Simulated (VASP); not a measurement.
# CuO (Cccm) in VASP: notebook

Runs on CuO. Level: PBEsol. Tasks: single point, relaxation of cell and atoms.

Everything below comes from runs of VASP 6.6.1. Logs are shortened: lines on timing, memory, paths and dates and some standing lists are left out, and cuts for length are marked.

### 1 The cell of the first run

The typed cell holds 8 atoms: a = 4.130 Å, b = 4.133 Å, c = 4.990 Å, α = 90.00°, β = 90.00°, γ = 90.00°.

### 2 Single point, PBEsol (uniaxial strain along c: -2.0 %, then relaxed in part)

Input file INCAR:

```
  ALGO = Normal
  EDIFF = 1E-7
  ENCUT = 520
  GGA = PS
  ISIF = 2
  ISMEAR = 0
  LASPH = True
  LCHARG = False
  LREAL = False
  LWAVE = False
  NBANDS = 44
  NELM = 80
  PREC = Accurate
  SIGMA = 0.1
```

Input file KPOINTS:

```
k-points
0
Gamma
  10 10 8
```

Input file POSCAR:

```
CuO
1.0
    4.1298643899      0.0000000000      0.0000000000
    0.0000000000      4.1328612571      0.0000000000
    0.0000000000      0.0000000000      4.9904195295
Cu O
4 4
Direct
    0.2500000000      0.2500000000      0.5000000000
    0.2500000000      0.7500000000      0.0000000000
    0.7500000000      0.7500000000      0.5000000000
    0.7500000000      0.2500000000      0.0000000000
    0.5000000000      0.0000000000      0.7500000000
    0.5000000000      0.0000000000      0.2500000000
    0.0000000000      0.5000000000      0.7500000000
    0.0000000000      0.5000000000      0.2500000000
```

Potentials or basis: VASP PAW PBE potentials, release 64 (Cu, O).

Started as:

```bash
> cat potpaw_PBE.64/Cu/POTCAR potpaw_PBE.64/O/POTCAR > POTCAR
> mpirun -np 1 vasp_std > vasp.out
```

OUTCAR:

```text
EDIFF = 1E-7
   ENCUT = 520
   GGA = PS
   ISIF = 2
   ISMEAR = 0
   LASPH = True
   LREAL = False
   NELM = 80
   PREC = Accurate

 ion  position               nearest neighbor table
   1  0.250  0.250  0.500-   5 1.92   6 1.92   7 1.92   8 1.92
   2  0.250  0.750  0.000-   5 1.92   6 1.92   7 1.92   8 1.92
   3  0.750  0.750  0.500-   5 1.92   6 1.92   7 1.92   8 1.92
   4  0.750  0.250  0.000-   5 1.92   6 1.92   7 1.92   8 1.92
   5  0.500  0.000  0.750-   1 1.92   2 1.92   3 1.92   4 1.92
   6  0.500  0.000  0.250-   1 1.92   2 1.92   3 1.92   4 1.92
   7  0.000  0.500  0.750-   1 1.92   2 1.92   3 1.92   4 1.92
   8  0.000  0.500  0.250-   1 1.92   2 1.92   3 1.92   4 1.92

  LATTYP: Found a simple orthorhombic cell.
 ALAT       =     4.1298643899
 B/A-ratio  =     1.0007256575
 C/A-ratio  =     1.2083737039

  Lattice vectors:

 A1 = (   4.1298643899,   0.0000000000,   0.0000000000)
 A2 = (   0.0000000000,   4.1328612571,   0.0000000000)
 A3 = (   0.0000000000,   0.0000000000,   4.9904195295)

Analysis of symmetry for initial positions (statically):
=====================================================================
 Subroutine PRICEL returns following result:

  LATTYP: Found a base centered orthorhombic cell.
 ALAT       =     4.1298643899
 B/A-ratio  =     1.0007256575
 C/A-ratio  =     1.2083737039

  Lattice vectors:

 A1 = (   2.0649321949,  -2.0664306285,   0.0000000000)
 A2 = (   2.0649321949,   2.0664306286,   0.0000000000)
 A3 = (   0.0000000000,   0.0000000000,   4.9904195295)

   2 primitive cells build up your supercell.

 Routine SETGRP: Setting up the symmetry group for a
 simple orthorhombic supercell.

 Subroutine GETGRP returns: Found  8 space group operations
 (whereof  4 operations were pure point group operations)
 out of a pool of  8 trial point group operations.

The static configuration has the point symmetry C_2h.
 The point group associated with its full space group is D_2h.

Analysis of symmetry for dynamics (positions and initial velocities):
=====================================================================
 Subroutine PRICEL returns following result:

  LATTYP: Found a base centered orthorhombic cell.
 ALAT       =     4.1298643899
 B/A-ratio  =     1.0007256575
[... 122 lines left out ...]
   EDIFF  = 0.1E-06   stopping-criterion for ELM
   LREAL  =      F    real-space projection
   EDIFFG = 0.1E-05   stopping-criterion for IOM
   NSW    =      0    number of steps for IOM
   IBRION =     -1    ionic relax: 0-MD 1-quasi-New 2-CG
   NFREE  =      0    steps in history (QN), initial steepest desc. (CG)
   ISIF   =      2    stress and relaxation
   ISYM   =      2    0-nonsym 1-usesym 2-fastsym
   POTIM  = 0.5000    time-step for ionic-motion
   TEBEG  =    0.0;   TEEND  =   0.0 temperature during run
   PSTRESS=    0.0 pullay stress
   NELECT =      68.0000    total number of electrons
   NUPDOWN=      -1.0000    fix difference up-down
   EMIN   =  10.00;   EMAX   =-10.00  energy-range for DOS
   EFERMI =   0.00;   METHOD = LEGACY
   ISMEAR =     0;   SIGMA  =   0.10  broadening in eV -4-tet -1-fermi 0-gaus
   EFERMI_NEDOS =   21; number of points for ismear=-14 and -15
   IALGO  =     38    algorithm
   IMIX   =      4    mixing-type and parameters
     AMIX     =   0.40;   BMIX     =  1.00
     AMIX_MAG =   1.60;   BMIX_MAG =  1.00
  volume/ion in A,a.u.               =      10.65        71.85
  Fermi-wavevector in a.u.,A,eV,Ry     =   1.518693  2.869913 31.380852  2.306428
  Thomas-Fermi vector in A             =   2.627779
   LORBIT       =      0    0 simple, 1 ext, 2 COOP (PROOUT), +10 PAW based schemes
   GGA     = PS    functional components
   LHFCALC =     F    Hartree Fock is set to
   AEXX    =    0.0000 exact exchange contribution
   IVDW    =     0    specifies the selected vdW correction
   LEPSILON=     F    determine dielectric tensor
   LRPA    =     F    only Hartree local field effects (RPA)
 non-spin polarized calculation
 Gauss-broadening in eV      SIGMA  =   0.10
  energy-cutoff  :      520.00
  volume of cell :       85.18
 maximum number of plane-waves:      2322
 NGX is ok and might be reduce to    32

 number of electron      67.9999978 magnetization

 Free energy of the ion-electron system (eV)
  ---------------------------------------------------
  ext. energy  EPLUGINS =         0.00000000
  ---------------------------------------------------
  free energy    TOTEN  =       -42.93435880 eV

  energy without entropy =      -42.91120126  energy(sigma->0) =      -42.92278003

 E-fermi :   5.2914     XC(G=0): -11.8057

 val. band max:        5.2855451895   @ k =   0.5000   0.5000   0.2500
 cond. band min:       5.2985494954   @ k =   0.1000   0.0000   0.5000
 fundamental gap:      0.0130043059
 Fermi energy:         5.2913546178

 k-point     1 :       0.0000    0.0000    0.0000
  band No.  band energies     occupation
      1     -14.9097      2.00000
      2     -13.6983      2.00000
      3     -13.3501      2.00000
      4     -13.1035      2.00000
      5      -3.3533      2.00000
      6      -1.8387      2.00000
[... 1117 lines left out ...]
     43      15.2562      0.00000
     44      15.2562      0.00000

 [... further k-points ...]

------------------------ aborting loop because EDIFF is reached ----------------------------------------

  FORCE on cell =-STRESS in cart. coord.  units (eV):
  Direction    XX          YY          ZZ          XY          YZ          ZX
  --------------------------------------------------------------------------------------
  -------------------------------------------------------------------------------------
  Total        0.3542127      0.3492855      3.1038212     -0.0000000      0.0000000      0.0000000
  in kB        6.6627127      6.5700323     58.3826237     -0.0000000      0.0000000      0.0000000
  external PRESSURE =      23.8717896 kB  Pullay stress =       0.0000000 kB

 VOLUME and BASIS-vectors are now :
 -----------------------------------------------------------------------------
  energy-cutoff  :      520.00
  volume of cell :       85.18
      direct lattice vectors                 reciprocal lattice vectors
     4.129864390  0.000000000  0.000000000     0.242138701  0.000000000  0.000000000
     0.000000000  4.132861257  0.000000000     0.000000000  0.241963119  0.000000000
     0.000000000  0.000000000  4.990419529     0.000000000  0.000000000  0.200383955

 POSITION                                       TOTAL-FORCE (eV/Angst)
 -----------------------------------------------------------------------------------
      1.03247      1.03322      2.49521         0.000000     -0.000000      0.000000
      1.03247      3.09965      0.00000         0.000000     -0.000000      0.000000
      3.09740      3.09965      2.49521         0.000000     -0.000000      0.000000
      3.09740      1.03322      0.00000        -0.000000      0.000000      0.000000
      2.06493      0.00000      3.74281        -0.000000      0.000000     -0.000000
      2.06493      0.00000      1.24760        -0.000000      0.000000     -0.000000
      0.00000      2.06643      3.74281        -0.000000      0.000000     -0.000000
      0.00000      2.06643      1.24760        -0.000000      0.000000     -0.000000
 -----------------------------------------------------------------------------------
    total drift:                                0.000000     -0.000000     -0.000000

  FREE ENERGIE OF THE ION-ELECTRON SYSTEM (eV)
  ---------------------------------------------------
  free  energy   TOTEN  =       -42.9343588015 eV

  energy  without entropy=      -42.9112012553  energy(sigma->0) =      -42.92278003
```

OSZICAR:

```text
N       E                     dE             d eps       ncg     rms          rms(c)
DAV:   1     0.798830964546E+03    0.79883E+03   -0.30792E+04 16068   0.242E+03
DAV:   2     0.108289585021E+03   -0.69054E+03   -0.64898E+03 16008   0.526E+02
DAV:   3    -0.425945098904E+02   -0.15088E+03   -0.14216E+03 20052   0.256E+02
DAV:   4    -0.551191283772E+02   -0.12525E+02   -0.12256E+02 23884   0.792E+01
DAV:   5    -0.552967077152E+02   -0.17758E+00   -0.17716E+00 23084   0.125E+01    0.253E+01
DAV:   6    -0.503599489108E+02    0.49368E+01   -0.98568E+01 23988   0.182E+02    0.191E+01
DAV:   7    -0.426202972490E+02    0.77397E+01   -0.23734E+01 19872   0.134E+02    0.396E+00
DAV:   8    -0.430312322747E+02   -0.41094E+00   -0.52986E+00 18592   0.119E+01    0.250E+00
DAV:   9    -0.429560857344E+02    0.75147E-01   -0.23798E-01 24472   0.839E+00    0.913E-01
DAV:  10    -0.429404741157E+02    0.15612E-01   -0.47676E-02 23488   0.245E+00    0.711E-01
DAV:  11    -0.429343461286E+02    0.61280E-02   -0.30834E-02 23176   0.119E+00    0.154E-01
DAV:  12    -0.429343113221E+02    0.34807E-04   -0.27543E-03 21784   0.560E-01    0.783E-02
DAV:  13    -0.429343589273E+02   -0.47605E-04   -0.44184E-04 24768   0.257E-01    0.162E-02
DAV:  14    -0.429343589862E+02   -0.58973E-07   -0.64709E-05 19528   0.845E-02    0.350E-03
DAV:  15    -0.429343590836E+02   -0.97409E-07   -0.10743E-06 21472   0.123E-02    0.309E-03
DAV:  16    -0.429343588155E+02    0.26817E-06   -0.17556E-07 12712   0.129E-02    0.885E-04
DAV:  17    -0.429343588015E+02    0.13940E-07   -0.28760E-07 12384   0.294E-03
   1 F= -.42934359E+02 E0= -.42922780E+02  d E =-.231575E-01
```

It took 12 min on 1 thread of Intel Xeon 6975P-C (Granite Rapids), shared host; peak memory 0.56 GiB.

What came out:

- Free energy: -42.9344 eV
- Pressure: 2.4 GPa
- Band gap on the k mesh: zero (bands 34 and 35 overlap by 1.23 eV)

Caveat: the cell differs from its parent crystal (uniaxial strain along c: -2.0 %, then relaxed in part); the stress differs along the axes, from 1 to 6 GPa; the PAW data sets were made with another functional, which shifts forces and pressure a little; semilocal functionals often make such compounds metallic where correlation or magnetic order opens a gap, which also shifts bond lengths.

### 3 Relaxation of cell and atoms, PBEsol, target pressure -2 GPa, at which the enthalpy is minimised

This run uses another cell than the first one: it holds 4 atoms, not 8.

Input file INCAR:

```
SYSTEM = CuO
PREC     = Accurate       ! precision mode
ENCUT    = 600            ! plane-wave cutoff, eV
EDIFF    = 1E-7           ! SCF threshold, eV
ISMEAR   = 0              ! smearing method
SIGMA    = 0.1            ! smearing width, eV
LREAL    = .False.        ! projectors in reciprocal space
LASPH    = .True.         ! aspherical terms in the spheres
NELM     = 100            ! most SCF steps
ALGO     = Fast           ! electronic algorithm
ISIF     = 3              ! what is computed and relaxed
LWAVE    = .False.        ! write WAVECAR
LCHARG   = .False.        ! write CHGCAR
GGA      = PS             ! functional
IBRION   = 2              ! ionic algorithm
NSW      = 70             ! ionic steps
EDIFFG   = -0.008         ! ionic threshold
PSTRESS  = -20.0
```

Input file KPOINTS:

```
regular mesh
0
Gamma
  14 14 8
  0 0 0
```

Input file POSCAR:

```
CuO
1.0
    2.0556611605     -2.0635365435      0.0000000000
    2.0556611605      2.0635365435      0.0000000000
    0.0000000000      0.0000000000      5.1249945949
Cu O
2 2
Direct
    0.0000000000      0.5000000000      0.0000000000
    0.5000000000      0.0000000000      0.5000000000
    0.5000000000      0.5000000000      0.2500000000
    0.5000000000      0.5000000000      0.7500000000
```

Potentials or basis: VASP PAW PBE potentials, release 64 (Cu, O).

Started as:

```bash
> cat potpaw_PBE.64/Cu/POTCAR potpaw_PBE.64/O/POTCAR > POTCAR
> mpirun -np 1 vasp_std > vasp.out
```

OUTCAR:

```text
SYSTEM = CuO
   PREC = Accurate
   ENCUT = 600
   EDIFF = 1E-7
   ISMEAR = 0
   LREAL = .False.
   LASPH = .True.
   NELM = 100
   ISIF = 3
   GGA = PS
   IBRION = 2
   NSW = 70
   EDIFFG = -0.008
   PSTRESS = -20.0

 ion  position               nearest neighbor table
   1  0.000  0.500  0.000-   3 1.94   4 1.94   3 1.94   4 1.94
   2  0.500  0.000  0.500-   3 1.94   4 1.94   3 1.94   4 1.94
   3  0.500  0.500  0.250-   1 1.94   2 1.94   2 1.94   1 1.94
   4  0.500  0.500  0.750-   1 1.94   2 1.94   2 1.94   1 1.94

  LATTYP: Found a base centered orthorhombic cell.
 ALAT       =     4.1113223210
 B/A-ratio  =     1.0038310706
 C/A-ratio  =     1.2465562646

  Lattice vectors:

 A1 = (   2.0556611605,  -2.0635365435,   0.0000000000)
 A2 = (   2.0556611605,   2.0635365435,   0.0000000000)
 A3 = (   0.0000000000,   0.0000000000,   5.1249945949)

[... 306 lines left out ...]
  ext. energy  EPLUGINS =         0.00000000
  ---------------------------------------------------
  free energy    TOTEN  =       -21.48520410 eV

  energy without entropy =      -21.47241057  energy(sigma->0) =      -21.47880733

 E-fermi :   5.0192     XC(G=0): -11.7150

 val. band max:        5.0178833966   @ k =   0.5000   0.0000   0.2500
 cond. band min:       5.0211039183   @ k =   0.3571   0.0000   0.1250
 fundamental gap:      0.0032205217
 Fermi energy:         5.0192300905

 k-point     1 :       0.0000    0.0000    0.0000
  band No.  band energies     occupation
      1     -14.9276      2.00000
      2     -13.5279      2.00000
      3      -3.3848      2.00000
      4      -0.6057      2.00000
      5      -0.5982      2.00000
      6       1.1369      2.00000
[... 565 lines left out ...]
     20      10.4700      0.00000
     21      13.8456      0.00000

 [... further k-points ...]

------------------------ aborting loop because EDIFF is reached ----------------------------------------

  FORCE on cell =-STRESS in cart. coord.  units (eV):
  Direction    XX          YY          ZZ          XY          YZ          ZX
  --------------------------------------------------------------------------------------
  -------------------------------------------------------------------------------------
  Total       -0.5108785     -0.5244516     -0.5638270     -0.0000000      0.0000000      0.0000000
  in kB      -18.8842583    -19.3859806    -20.8414628     -0.0000000      0.0000000      0.0000000
  external PRESSURE =       0.2960994 kB  Pullay stress =     -20.0000000 kB
[... 23 lines left out ...]
  energy  without entropy=      -21.4724105718  energy(sigma->0) =      -21.47880733

  enthalpy is  TOTEN    =       -22.0262668980 eV   P V=       -0.5410628009

 reached required accuracy - stopping structural energy minimisation
```

OSZICAR:

```text
N       E                     dE             d eps       ncg     rms          rms(c)
DAV:   1     0.325349260893E+03    0.32535E+03   -0.18377E+04 12210   0.280E+03
[... 47 lines left out ...]
RMM:   3    -0.214852464738E+02    0.33004E-04   -0.51536E-04 13754   0.309E-01    0.549E-02
RMM:   4    -0.214852086848E+02    0.37789E-04   -0.73286E-05 12293   0.110E-01    0.203E-02
RMM:   5    -0.214852045052E+02    0.41796E-05   -0.44878E-05 14151   0.787E-02    0.783E-03
RMM:   6    -0.214852037137E+02    0.79151E-06   -0.15285E-05 13755   0.448E-02    0.296E-03
RMM:   7    -0.214852039787E+02   -0.26502E-06   -0.37257E-06 11643   0.288E-02    0.250E-03
RMM:   8    -0.214852040436E+02   -0.64922E-07   -0.19854E-06 10629   0.160E-02    0.128E-03
RMM:   9    -0.214852040971E+02   -0.53483E-07   -0.70210E-07  9636   0.760E-03
   4 F= -.22026267E+02 E0= -.22019870E+02  d E =-.690441E-04
```

CONTCAR:

```text
CuO
   1.00000000000000
     2.0559090865988967   -2.0631718956874106    0.0000000000000000
     2.0559090865988967    2.0631718956874106    0.0000000000000000
     0.0000000000000000    0.0000000000000000    5.1092711120647998
  Cu              O
     2     2
Direct
     1.0000000000000000    0.5000000000000000    1.0000000000000000
     0.5000000000000000    0.0000000000000000    0.5000000000000000
     0.5000000000000000    0.5000000000000000    0.2500000000000000
     0.5000000000000000    0.5000000000000000    0.7500000000000000

  0.00000000E+00  0.00000000E+00  0.00000000E+00
  0.00000000E+00  0.00000000E+00  0.00000000E+00
  0.00000000E+00  0.00000000E+00  0.00000000E+00
  0.00000000E+00  0.00000000E+00  0.00000000E+00
```

Wall time 19 min (1 thread of Oxide Virtual Turin-like, shared host); peak memory 0.35 GiB.

Results:

```yaml
Free_energy: -21.4852 eV
Relaxed_volume: 10.84 Å³/atom
Relaxed_cell: a = 2.913 Å, b = 2.913 Å, c = 5.109 Å, α = 90.00°, β = 90.00°, γ = 90.20°
Space_group_after_relaxing_to_0.1_Å: P4_2/mmc (No. 131)
Energy_change_on_relaxing_the_run_minimises_the_enthalpy: -0.5 meV/atom
Ionic_steps: 4
Pressure_after_relaxing: -2.0 GPa
Band_gap_on_the_k_mesh: zero (bands 17 and 18 overlap by 1.21 eV)
```

The path:
| step | energy change (eV) | largest force (eV/Å) | pressure (GPa) | volume (Å³) |
| --- | --- | --- | --- | --- |
| 1 | 0.0000 | 0.0000 | -2.57 | 43.48 |
| 2 | -0.0034 | 0.0000 | -1.57 | 43.24 |
| 3 | -0.0025 | 0.0000 | -1.88 | 43.32 |
| 4 | -0.0022 | 0.0000 | -1.97 | 43.34 |

Final structure:
```xyz
4
Lattice="2.0559 -2.0632 0.0000 2.0559 2.0632 0.0000 0.0000 0.0000 5.1093" Properties=species:S:1:pos:R:3 pbc="T T T"
Cu    3.0839   -1.0316    5.1093
Cu    1.0280   -1.0316    2.5546
O     2.0559    0.0000    1.2773
O     2.0559    0.0000    3.8320
```

Caveat: the cell is relaxed towards a set pressure, so the run minimises the enthalpy, not the energy; the PAW data sets were made with another functional, which shifts forces and pressure a little; semilocal functionals often make such compounds metallic where correlation or magnetic order opens a gap, which also shifts bond lengths. With open d or f shells a metallic result of PBEsol can be an artefact of self-interaction; +U or a hybrid may open a gap.
